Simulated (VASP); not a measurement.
# H3ClO in VASP: notebook

Runs on H3ClO. Level: PBE+D3(BJ). Tasks: single point.

All numbers are computed with VASP 6.6.1; they aren't measurements. Logs are shortened: lines on timing, memory, paths and dates and some standing lists are left out, and cuts for length are marked.

**1. The cell of the first run**

The cell holds an amorphous packing of atoms, 20 atoms: a = 6.631 Å, b = 6.631 Å, c = 6.631 Å, α = 90.00°, β = 90.00°, γ = 90.00°.

**2. Single point, PBE+D3(BJ)**

The input, INCAR:

```
SYSTEM = H3ClO
PREC     = Accurate       ! precision mode
ENCUT    = 520            ! plane-wave cutoff, eV
EDIFF    = 1E-7           ! SCF threshold, eV
ISMEAR   = -1             ! smearing method
SIGMA    = 0.02           ! smearing width, eV
LREAL    = Auto         
LASPH    = .TRUE.         ! aspherical terms in the spheres
NELM     = 80             ! most SCF steps
ALGO     = Normal         ! electronic algorithm
ISIF     = 2              ! what is computed and relaxed
LWAVE    = .FALSE.        ! write WAVECAR
LCHARG   = .TRUE.         ! write CHGCAR
GGA      = PE             ! functional
IVDW     = 12             ! dispersion correction
LELF     = .TRUE.         ! ELF
LVHAR    = .TRUE.       
NBANDS   = 48             ! bands
```

The input, KPOINTS:

```
regular mesh
0
G
  1 1 1
  0 0 0
```

The input, POSCAR:

```
H3ClO
1.0
    6.6312570000      0.0000000000      0.0000000000
    0.0000000000      6.6312570000      0.0000000000
    0.0000000000      0.0000000000      6.6312570000
O H Cl
4 12 4
Direct
    0.8267944496      1.0162717569      0.1199836244
    0.3588215697      0.2941318538      0.3425147002
    0.2289134319      0.1149748875      0.0161825060
    0.0538728125      0.7484998972      0.8657462709
    0.8492316141      0.8787771408      0.0684587807
    0.7392845928      1.0041085149      0.2391937521
    0.4433939922      0.3990852450      0.2809314391
    0.3225474853      0.2052091519      0.2224108137
    0.0871681909      0.1152117454      0.0589533882
    0.2386078597     -0.0201143825     -0.0444917940
    0.0432259135      0.7094726172      0.7236933839
    0.1186243445      0.6324121670      0.9284053740
    0.7508833638      0.1391144993      0.9463313921
    1.1863226526      0.4052126397      0.3766758219
    0.5008511309      1.0342967550      0.5923707488
    0.6006188597      0.4875097038      0.9277911390
    0.7162796402      0.2570809087      0.7770399436
    1.0091580911      0.5276781459      0.3982034147
    0.4901566296      0.8518108725      0.5170256374
    0.5400627756      0.6304404799      1.0593116633
```

Potentials or basis: VASP PAW PBE potentials, release 64 (O, H, Cl).

The run is started by

```console
$ cat potpaw_PBE.64/O/POTCAR potpaw_PBE.64/H/POTCAR potpaw_PBE.64/Cl/POTCAR > POTCAR
$ mpirun -np 1 vasp_gam > vasp.out
```

OUTCAR:

```text
SYSTEM = H3ClO
   PREC = Accurate
   ENCUT = 520
   EDIFF = 1E-7
   ISMEAR = -1
   LREAL = Auto
   LASPH = .TRUE.
   NELM = 80
   ISIF = 2
   GGA = PE
   IVDW = 12
 IVDW          = 12

 ion  position               nearest neighbor table
   1  0.827  0.016  0.120-   6 0.98   5 0.98
   2  0.359  0.294  0.343-   7 0.98   8 1.02  14 1.38
   3  0.229  0.115  0.016-   9 0.98  10 0.98
   4  0.054  0.748  0.866-  12 0.97  11 0.98
   5  0.849  0.879  0.068-   1 0.98
   6  0.739  0.004  0.239-   1 0.98
   7  0.443  0.399  0.281-   2 0.98
   8  0.323  0.205  0.222-   2 1.02
   9  0.087  0.115  0.059-   3 0.98
  10  0.239  0.980  0.956-   3 0.98
  11  0.043  0.709  0.724-   4 0.98
  12  0.119  0.632  0.928-   4 0.97
  13  0.751  0.139  0.946-  17 1.39
  14  0.186  0.405  0.377-   2 1.38  18 1.44
  15  0.501  0.034  0.592-  19 1.31
  16  0.601  0.488  0.928-  20 1.35
  17  0.716  0.257  0.777-  13 1.39
  18  0.009  0.528  0.398-  14 1.44
  19  0.490  0.852  0.517-  15 1.31
  20  0.540  0.630  0.059-  16 1.35

  LATTYP: Found a simple cubic cell.
 ALAT       =     6.6312570000

  Lattice vectors:

 A1 = (   6.6312570000,   0.0000000000,   0.0000000000)
 A2 = (   0.0000000000,   6.6312570000,   0.0000000000)
 A3 = (   0.0000000000,   0.0000000000,   6.6312570000)

Analysis of symmetry for initial positions (statically):
=====================================================================
 Subroutine PRICEL returns:
 Original cell was already a primitive cell.

 Routine SETGRP: Setting up the symmetry group for a
 simple cubic supercell.

 Subroutine GETGRP returns: Found  1 space group operations
 (whereof  1 operations were pure point group operations)
 out of a pool of 48 trial point group operations.

The static configuration has the point symmetry C_1 .

Analysis of symmetry for dynamics (positions and initial velocities):
=====================================================================
 Subroutine PRICEL returns:
 Original cell was already a primitive cell.

 Routine SETGRP: Setting up the symmetry group for a
 simple cubic supercell.

 Subroutine GETGRP returns: Found  1 space group operations
 (whereof  1 operations were pure point group operations)
 out of a pool of 48 trial point group operations.

The dynamic configuration has the point symmetry C_1 .

 Subroutine INISYM returns: Found  1 space group operations
 (whereof  1 operations are pure point group operations),
 and found     1 'primitive' translations

----------------------------------------------------------------------------------------

                                     Primitive cell

  volume of cell :     291.6000

  direct lattice vectors                    reciprocal lattice vectors
     6.631257000  0.000000000  0.000000000     0.150800972  0.000000000  0.000000000
     0.000000000  6.631257000  0.000000000     0.000000000  0.150800972  0.000000000
     0.000000000  0.000000000  6.631257000     0.000000000  0.000000000  0.150800972

  length of vectors
     6.631257000  6.631257000  6.631257000     0.150800972  0.150800972  0.150800972

  position of ions in fractional coordinates (direct lattice)
     0.826794450  0.016271757  0.119983624
     0.358821570  0.294131854  0.342514700
     0.228913432  0.114974887  0.016182506
     0.053872813  0.748499897  0.865746271
     0.849231614  0.878777141  0.068458781
     0.739284593  0.004108515  0.239193752
[... 12 lines left out ...]
     0.490156630  0.851810873  0.517025637
     0.540062776  0.630440480  0.059311663

  ion indices of the primitive-cell ions
   primitive index   ion index
                 1           1
                 2           2
                 3           3
                 4           4
                 5           5
                 6           6
[... 12 lines left out ...]
                19          19
                20          20

----------------------------------------------------------------------------------------

 KPOINTS: regular mesh

Automatic generation of k-mesh.
 Grid dimensions read from file:
 generate k-points for:    1    1    1

 Generating k-lattice:

  Cartesian coordinates                     Fractional coordinates (reciprocal lattice)
     0.150800972  0.000000000  0.000000000     1.000000000  0.000000000  0.000000000
     0.000000000  0.150800972  0.000000000     0.000000000  1.000000000  0.000000000
     0.000000000  0.000000000  0.150800972     0.000000000  0.000000000  1.000000000

  Length of vectors
     0.150800972  0.150800972  0.150800972

  Shift w.r.t. Gamma in fractional coordinates (k-lattice)
     0.000000000  0.000000000  0.000000000

 Subroutine IBZKPT returns following result:
 ===========================================

 Found      1 irreducible k-points:

 Following reciprocal coordinates:
            Coordinates               Weight
  0.000000  0.000000  0.000000      1.000000
   k-points           NKPTS =      1   k-points in BZ     NKDIM =      1   number of bands    NBANDS=     48
   number of dos      NEDOS =    301   number of ions     NIONS =     20
   total plane-waves  NPLWV = 125000
   dimension x,y,z NGX =    50 NGY =   50 NGZ =   50
   dimension x,y,z NGXF=   100 NGYF=  100 NGZF=  100
   ions per type =               4  12   4
   NGX,Y,Z   is equivalent  to a cutoff of  12.54, 12.54, 12.54 a.u.
   NGXF,Y,Z  is equivalent  to a cutoff of  25.07, 25.07, 25.07 a.u.
 SYSTEM =  H3ClO
   PREC   = accura    normal or accurate (medium, high low for compatibility)
   ISTART =      0    job   : 0-new  1-cont  2-samecut
   ICHARG =      2    charge: 1-file 2-atom 10-const
   ISPIN  =      1    spin polarized calculation?
   LNONCOLLINEAR =      F non collinear calculations
   LSORBIT =      F    spin-orbit coupling
   LASPH  =      T    aspherical Exc in radial PAW
   ENCUT  =  520.0 eV  38.22 Ry    6.18 a.u.  12.33 12.33 12.33*2*pi/ulx,y,z
   NELM   =     80;   NELMIN=  2; NELMDL= -5     # of ELM steps
   EDIFF  = 0.1E-06   stopping-criterion for ELM
   LREAL  =      T    real-space projection
   EDIFFG = 0.1E-05   stopping-criterion for IOM
   NSW    =      0    number of steps for IOM
   IBRION =     -1    ionic relax: 0-MD 1-quasi-New 2-CG
   NFREE  =      0    steps in history (QN), initial steepest desc. (CG)
   ISIF   =      2    stress and relaxation
   ISYM   =      2    0-nonsym 1-usesym 2-fastsym
   POTIM  = 0.5000    time-step for ionic-motion
   TEBEG  =    0.0;   TEEND  =   0.0 temperature during run
   PSTRESS=    0.0 pullay stress
   NELECT =      64.0000    total number of electrons
   NUPDOWN=      -1.0000    fix difference up-down
   EMIN   =  10.00;   EMAX   =-10.00  energy-range for DOS
   EFERMI =   0.00;   METHOD = LEGACY
   ISMEAR =    -1;   SIGMA  =   0.02  broadening in eV -4-tet -1-fermi 0-gaus
   EFERMI_NEDOS =   21; number of points for ismear=-14 and -15
   IALGO  =     38    algorithm
   IMIX   =      4    mixing-type and parameters
     AMIX     =   0.40;   BMIX     =  1.00
     AMIX_MAG =   1.60;   BMIX_MAG =  1.00
  volume/ion in A,a.u.               =      14.58        98.39
  Fermi-wavevector in a.u.,A,eV,Ry     =   0.987504  1.866112 13.267920  0.975165
  Thomas-Fermi vector in A             =   2.118963
   LORBIT       =      0    0 simple, 1 ext, 2 COOP (PROOUT), +10 PAW based schemes
   GGA     = PE    functional components
   LHFCALC =     F    Hartree Fock is set to
   AEXX    =    0.0000 exact exchange contribution
   IVDW    =    12    specifies the selected vdW correction
   LEPSILON=     F    determine dielectric tensor
   LRPA    =     F    only Hartree local field effects (RPA)
 non-spin polarized calculation
  energy-cutoff  :      520.00
  volume of cell :      291.60
 maximum number of plane-waves:      3941
 NGX is ok and might be reduce to    50
   NGX = 25   NGY = 25   NGZ = 25

 number of electron      63.9999995 magnetization

 Free energy of the ion-electron system (eV)
  ---------------------------------------------------
  ext. energy  EPLUGINS =         0.00000000
  ---------------------------------------------------
  free energy    TOTEN  =       -83.45644970 eV

  energy without entropy =      -83.45644970  energy(sigma->0) =      -83.45644970

 E-fermi :  -2.3203     XC(G=0):  -6.7632

 val. band max:       -2.8421794070   @ k =   0.0000   0.0000   0.0000
 cond. band min:       2.1064320635   @ k =   0.0000   0.0000   0.0000
 fundamental gap:      4.9486114705
 Fermi energy:        -2.3203369602

 k-point     1 :       0.0000    0.0000    0.0000
  band No.  band energies     occupation
      1     -22.6488      2.00000
      2     -22.0598      2.00000
      3     -21.5649      2.00000
      4     -21.3300      2.00000
      5     -17.2170      2.00000
      6     -16.8912      2.00000
[... 36 lines left out ...]
     43       6.7263      0.00000
     44       6.9019      0.00000
 [bands above 44 left out]

------------------------ aborting loop because EDIFF is reached ----------------------------------------

 Edisp (eV)   -1.00098

 E8    (eV) :    -0.2584

  FORCE on cell =-STRESS in cart. coord.  units (eV):
  Direction    XX          YY          ZZ          XY          YZ          ZX
  --------------------------------------------------------------------------------------
  -------------------------------------------------------------------------------------
  Total       0.35614    -0.27966    -1.18646     0.36805    -0.48326     0.34688
  in kB       1.95677    -1.53657    -6.51894     2.02225    -2.65524     1.90592
  external pressure =       -2.03 kB  Pullay stress =        0.00 kB

 VOLUME and BASIS-vectors are now :
 -----------------------------------------------------------------------------
  energy-cutoff  :      520.00
  volume of cell :      291.60
      direct lattice vectors                 reciprocal lattice vectors
     6.631257000  0.000000000  0.000000000     0.150800972  0.000000000  0.000000000
     0.000000000  6.631257000  0.000000000     0.000000000  0.150800972  0.000000000
     0.000000000  0.000000000  6.631257000     0.000000000  0.000000000  0.150800972

 POSITION                                       TOTAL-FORCE (eV/Angst)
 -----------------------------------------------------------------------------------
      5.48269      0.10790      0.79564        -0.194267      0.022536      0.189280
      2.37944      1.95046      2.27130        -0.071718     -0.069611     -0.155757
      1.51798      0.76243      0.10731        -0.103712     -0.137437      0.038369
      0.35724      4.96350      5.74099         0.054731      0.009076      0.013744
      5.63147      5.82740      0.45397         0.056291     -0.054122     -0.100315
      4.90239      0.02724      1.58616         0.134315     -0.028894     -0.177754
[... 12 lines left out ...]
      3.25035      5.64858      3.42853         0.052834      0.328136      0.100002
      3.58130      4.18061      0.39331        -0.026132     -0.252185     -0.215993
 -----------------------------------------------------------------------------------
    total drift:                                0.002180      0.000257      0.001180

  FREE ENERGIE OF THE ION-ELECTRON SYSTEM (eV)
  ---------------------------------------------------
  free  energy   TOTEN  =       -84.4574294793 eV

  energy  without entropy=      -84.4574294793  energy(sigma->0) =      -84.45742948
```

Wall time 34 s (1 thread of AMD EPYC 7R13 (Zen 3), shared host); peak memory 0.29 GiB.

What came out:

| Item | Value |
| --- | --- |
| Free energy | -84.4574 eV |
| Pressure | -0.2 GPa |
| Largest force | 0.347 eV/Å |
| Band gap on the k mesh | 4.95 eV |
| Dispersion energy per atom | -0.050 eV |

Forces in eV/Å, atoms in the order of the input:
```
O   -0.194  0.023  0.189
O   -0.072 -0.070 -0.156
O   -0.104 -0.137  0.038
O    0.055  0.009  0.014
H    0.056 -0.054 -0.100
H    0.134 -0.029 -0.178
H    0.134  0.086  0.000
H    0.010  0.010  0.102
H    0.032  0.080  0.030
H    0.058  0.091 -0.012
H   -0.073  0.026 -0.085
H   -0.014 -0.013  0.097
H    0.010 -0.042  0.064
H    0.130 -0.121  0.042
H    0.001 -0.303 -0.099
H   -0.036  0.191  0.235
Cl   0.004  0.041 -0.079
Cl  -0.158  0.137  0.013
Cl   0.053  0.328  0.100
Cl  -0.026 -0.252 -0.216
```

Stress tensor (GPa, compression positive):
```
 0.20  0.20  0.19
 0.20 -0.15 -0.27
 0.19 -0.27 -0.65
```

Levels at points of the mesh, in eV from the valence-band top:
```
           k point  band 29  band 30  band 31  band 32  band 33  band 34  band 35  band 36
(0.00, 0.00, 0.00)    -0.64    -0.50    -0.16     0.00     4.95     6.69     7.09     7.21
```

Caveat: the k points lie up to 0.95 Å⁻¹ apart.

[end of part 1 of 2]
